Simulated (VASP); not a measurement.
# GaSnP (P6mm) in VASP: further runs, part 3 of 3

VASP 6.6.1. The steps go on from the part before.

## 4. Relaxation of cell and atoms, PBE

This run uses another cell than the first one, of 27.29 Å³/atom, 1.293 times its volume.

The input, INCAR:

```
PREC = Accurate ; ENCUT = 600
EDIFF = 1E-6 ; ISMEAR = 0
SIGMA = 0.1 ; LREAL = F
LASPH = T ; NELM = 100
ALGO = Normal ; ISIF = 3
LWAVE = F ; LCHARG = F
GGA = PE ; IBRION = 2
NSW = 90 ; EDIFFG = -0.04
```

The input, KPOINTS:

```
Automatic mesh
0
Gamma
  6 6 2
```

The input, POSCAR:

```
GaSnP
1.0
    3.3185984600      0.0000000000      0.0000000000
   -1.6592992300      2.8739905700      0.0000000000
    0.0000000000      0.0000000000      8.5837239900
Ga Sn P
1 1 1
Direct
    0.0000000000      0.0000000000      0.1417770200
    0.0000000000      0.0000000000      0.4465739500
    0.0000000000      0.0000000000      0.8993445000
```

Potentials or basis: VASP PAW PBE potentials, release 64 (Ga_d, Sn_d, P).

On the command line:

```bash
$ cat potpaw_PBE.64/Ga_d/POTCAR potpaw_PBE.64/Sn_d/POTCAR potpaw_PBE.64/P/POTCAR > POTCAR
$ mpirun -np 1 vasp_std > vasp.out
```

OUTCAR:

```text
PREC = Accurate
   ENCUT = 600
   EDIFF = 1E-6
   ISMEAR = 0
   LREAL = F
   LASPH = T
   NELM = 100
   ISIF = 3
   GGA = PE
   IBRION = 2
   NSW = 90
   EDIFFG = -0.04

 ion  position               nearest neighbor table
   1  0.000  0.000  0.142-   3 2.08   2 2.62
   2  0.000  0.000  0.447-   1 2.62
   3  0.000  0.000  0.899-   1 2.08

  LATTYP: Found a hexagonal cell.
 ALAT       =     3.3185984600
 C/A-ratio  =     2.5865509472

  Lattice vectors:

 A1 = (   3.3185984600,   0.0000000000,   0.0000000000)
 A2 = (  -1.6592992300,   2.8739905700,   0.0000000000)
 A3 = (   0.0000000000,   0.0000000000,   8.5837239900)

Analysis of symmetry for initial positions (statically):
=====================================================================
 Subroutine PRICEL returns:
 Original cell was already a primitive cell.

 Routine SETGRP: Setting up the symmetry group for a
 hexagonal supercell.

 Subroutine GETGRP returns: Found 12 space group operations
 (whereof 12 operations were pure point group operations)
 out of a pool of 24 trial point group operations.

The static configuration has the point symmetry C_6v.

Analysis of symmetry for dynamics (positions and initial velocities):
=====================================================================
 Subroutine PRICEL returns:
 Original cell was already a primitive cell.

 Routine SETGRP: Setting up the symmetry group for a
 hexagonal supercell.

 Subroutine GETGRP returns: Found 12 space group operations
 (whereof 12 operations were pure point group operations)
 out of a pool of 24 trial point group operations.

The dynamic configuration has the point symmetry C_6v.

 Subroutine INISYM returns: Found 12 space group operations
 (whereof 12 operations are pure point group operations),
 and found     1 'primitive' translations

[... 96 lines left out ...]
   NELECT =      32.0000    total number of electrons
   NUPDOWN=      -1.0000    fix difference up-down
   EMIN   =  10.00;   EMAX   =-10.00  energy-range for DOS
   EFERMI =   0.00;   METHOD = LEGACY
   ISMEAR =     0;   SIGMA  =   0.10  broadening in eV -4-tet -1-fermi 0-gaus
   EFERMI_NEDOS =   21; number of points for ismear=-14 and -15
   IALGO  =     38    algorithm
   IMIX   =      4    mixing-type and parameters
     AMIX     =   0.40;   BMIX     =  1.00
     AMIX_MAG =   1.60;   BMIX_MAG =  1.00
  volume/ion in A,a.u.               =      27.29       184.16
  Fermi-wavevector in a.u.,A,eV,Ry     =   1.196978  2.261961 19.493839  1.432757
  Thomas-Fermi vector in A             =   2.332905
   LORBIT       =      0    0 simple, 1 ext, 2 COOP (PROOUT), +10 PAW based schemes
   GGA     = PE    functional components
   LHFCALC =     F    Hartree Fock is set to
   AEXX    =    0.0000 exact exchange contribution
   IVDW    =     0    specifies the selected vdW correction
   LEPSILON=     F    determine dielectric tensor
   LRPA    =     F    only Hartree local field effects (RPA)
 conjugate gradient relaxation of ions
 non-spin polarized calculation
 Gauss-broadening in eV      SIGMA  =   0.10
  energy-cutoff  :      600.00
  volume of cell :       81.87
 maximum number of plane-waves:      2795
 NGX is ok and might be reduce to    28
   NGX = 13   NGY = 13   NGZ = 35

--------------------------------------- Ionic step        1  -------------------------------------------

 number of electron      32.0000013 magnetization

 Free energy of the ion-electron system (eV)
  ---------------------------------------------------
  ext. energy  EPLUGINS =         0.00000000
  ---------------------------------------------------
  free energy    TOTEN  =       -10.19190999 eV

  energy without entropy =      -10.18429709  energy(sigma->0) =      -10.18810354

------------------------ aborting loop because EDIFF is reached ----------------------------------------

  FORCE on cell =-STRESS in cart. coord.  units (eV):
  Direction    XX          YY          ZZ          XY          YZ          ZX
  --------------------------------------------------------------------------------------
  -------------------------------------------------------------------------------------
  Total       -2.5573990     -2.5573990      7.3847400      0.0000000      0.0000000      0.0000000
  in kB      -50.0487546    -50.0487546    144.5206823      0.0000000      0.0000000      0.0000000
  external PRESSURE =      14.8077244 kB  Pullay stress =       0.0000000 kB
[... 753 lines left out ...]
     19       6.3086      0.00000
     20       6.3086      0.00000

[... ionic steps 4 to 35 ...]

--------------------------------------- Ionic step       36  -------------------------------------------

 number of electron      32.0000006 magnetization

------------------------ aborting loop because EDIFF is reached ----------------------------------------
[... 69 lines left out ...]
--------------------------------------- Ionic step       38  -------------------------------------------

 number of electron      32.0000006 magnetization

 Free energy of the ion-electron system (eV)
  ---------------------------------------------------
  ext. energy  EPLUGINS =         0.00000000
  ---------------------------------------------------
  free energy    TOTEN  =       -11.28862656 eV

  energy without entropy =      -11.27881117  energy(sigma->0) =      -11.28371887

 E-fermi :   6.9466     XC(G=0): -10.5932

 val. band max:        6.9175840393   @ k =   0.1667   0.1667   0.0000
 cond. band min:       6.9912116857   @ k =   0.3333   0.3333   0.0000
 fundamental gap:      0.0736276464
 Fermi energy:         6.9465771686
[... 350 lines left out ...]
  FREE ENERGIE OF THE ION-ELECTRON SYSTEM (eV)
  ---------------------------------------------------
  free  energy   TOTEN  =       -11.2886265592 eV

  energy  without entropy=      -11.2788111746  energy(sigma->0) =      -11.28371887

 reached required accuracy - stopping structural energy minimisation
```

OSZICAR:

```text
N       E                     dE             d eps       ncg     rms          rms(c)
DAV:   1     0.227131676811E+03    0.22713E+03   -0.17369E+04   560   0.245E+03
DAV:   2     0.151598455385E+02   -0.21197E+03   -0.20570E+03   576   0.497E+02
DAV:   3    -0.941897635834E+01   -0.24579E+02   -0.23896E+02   672   0.149E+02
[... 344 lines left out ...]
DAV:   1    -0.112886907578E+02   -0.28948E-03   -0.88038E-02   596   0.204E+00    0.106E-01
DAV:   2    -0.112887276489E+02   -0.36891E-04   -0.29923E-03   780   0.525E-01    0.558E-02
DAV:   3    -0.112886373803E+02    0.90269E-04   -0.15598E-04   708   0.148E-01    0.218E-02
DAV:   4    -0.112886271856E+02    0.10195E-04   -0.43504E-05   812   0.574E-02    0.560E-03
DAV:   5    -0.112886265592E+02    0.62636E-06   -0.54152E-06   592   0.249E-02
  38 F= -.11288627E+02 E0= -.11283719E+02  d E =-.489512E-03
```

It took 7.5 min on 1 thread of Intel Xeon 6975P-C (Granite Rapids), shared host; peak memory 0.26 GiB.

Results:

```
Free energy                            : -11.2886 eV
Relaxed volume                         : 21.09 Å³/atom
Relaxed cell                           : a = 3.017 Å, b = 3.017 Å, c = 8.027 Å, α = 90.00°, β = 90.00°, γ = 120.00°
Space group after relaxing (to 0.05 Å) : P6mm (No. 183)
Energy gained by relaxing              : 365.6 meV/atom
Ionic steps                            : 38
Pressure after relaxing                : 0.1 GPa
Band gap on the k mesh                 : zero (band 16 reaches 10.96 eV, above the bottom of band 17 at 5.27 eV)
```

Stress tensor (GPa, compression positive):
```
0.07 0.00 0.00
0.00 0.07 0.00
0.00 0.00 0.15
```

The path:
```tsv
step	energy change (eV)	largest force (eV/Å)	pressure (GPa)	volume (Å³)
1	0.0000	2.9749	1.48	81.87
2	-0.1775	1.1481	-5.22	84.21
3	-0.3785	0.6000	-3.85	83.16
4	-0.5261	0.3930	-1.70	76.48
5	-0.5312	0.3600	-1.02	75.26
6	-0.5466	0.5271	0.31	73.41
7	-0.5480	0.3664	0.01	73.81
8	-0.5587	0.3951	-0.03	73.35
9	-0.5955	0.4950	-0.12	71.97
10	-0.6941	0.8372	-0.16	69.23
11	-0.8986	1.7136	1.66	63.81
12	6.4050	28.1417	64.84	53.21
13	-0.7556	2.2231	3.40	63.61
14	-0.2830	2.1281	12.55	58.37
15	-0.7274	2.4040	4.05	63.09
16	-0.6892	2.3803	6.05	61.00
17	-0.7253	2.4870	4.67	62.29
18	-0.7207	2.4923	4.95	61.91
19	-0.7213	2.4876	5.04	61.89
20	-0.7228	2.4740	5.04	61.84
21	-0.7254	2.4443	5.09	61.73
22	-0.7289	2.3763	5.23	61.52
23	-0.7283	2.1962	5.63	61.09
24	-0.7300	2.3000	5.41	61.32
25	-0.7346	2.2788	5.36	61.33
26	-0.7482	2.2155	5.20	61.36
27	-0.7743	2.0924	4.94	61.43
28	-0.8226	1.8600	4.41	61.57
29	-0.9041	1.4464	3.43	61.84
30	-1.0165	0.7848	1.87	62.37
31	-1.0945	0.1114	-0.07	63.40
32	-1.0945	0.1276	-0.14	63.44
33	-1.0948	0.1226	-0.05	63.42
34	-1.0955	0.1088	-0.02	63.37
35	-1.0962	0.0812	0.05	63.25
36	-1.0962	0.0759	0.07	63.23
37	-1.0965	0.0529	0.07	63.24
38	-1.0967	0.0008	0.10	63.27
```

Final structure:
```xyz
3
Lattice="3.0168 0.0000 0.0000 -1.5084 2.6126 0.0000 0.0000 0.0000 8.0271" Properties=species:S:1:pos:R:3 pbc="T T T"
Ga    0.0000    0.0000    1.1506
Sn    0.0000    0.0000    4.0627
P     0.0000    0.0000    6.7285
```

Levels at points of the mesh, in eV from the Fermi level:
```
           k point  band 13  band 14  band 15  band 16  band 17  band 18  band 19  band 20
(0.00, 0.00, 0.00)    -8.74    -2.55    -1.80     4.01     4.01     7.24     9.25    10.19
(0.50, 0.00, 0.00)    -5.33    -4.46    -3.64    -1.90     1.02     1.73     2.30     5.45
(0.00, 0.00, 0.50)    -7.36    -5.41     2.31     3.43     4.02     4.02     9.59     9.59
(0.50, 0.00, 0.50)    -5.13    -4.19    -2.58    -2.04    -1.21     1.76     3.57     5.09
```

Caveat: the k points lie up to 0.40 Å⁻¹ apart in the final cell; the volume moved by over 15 % at a fixed basis, so the end points are rough; spin-orbit coupling is left out, which moves the levels of the heavy elements.

## 5. Overview

| task | cell | k mesh | cutoff (eV) | gap on the mesh (eV) | pressure (GPa) | relaxed volume (Å³/atom) |
| --- | --- | --- | --- | --- | --- | --- |
| relaxation of cell and atoms | relaxed from a = 3.018, b = 3.018, c = 8.023 Å, angles 90.0, 90.0, 120.0°, 3 atoms | 18 × 18 × 6 | 600 | none | 0.0 | 21.37 |
| single point | a = 3.018, b = 3.018, c = 8.023 Å, angles 90.0, 90.0, 120.0°, 3 atoms | 6 × 6 × 2 | 520 | none | 0.0 | - |
| relaxation of cell and atoms | relaxed from a = 3.319, b = 3.319, c = 8.584 Å, angles 90.0, 90.0, 120.0°, 3 atoms | 6 × 6 × 2 | 600 | none | 0.1 | 21.09 |

Alike in all rows: level PBE; potentials or basis VASP PAW PBE potentials, release 64 (Ga_d, Sn_d, P); no spin polarisation; smearing gaussian 0.1 eV.

Caveats: some runs use coarse meshes; spin-orbit coupling is left out, which moves the levels of the heavy elements; the volume moved by over 15 % at a fixed basis, so the end points are rough (some runs).

Total energies depend on the potentials used, so only differences within one code and one set of settings carry meaning.
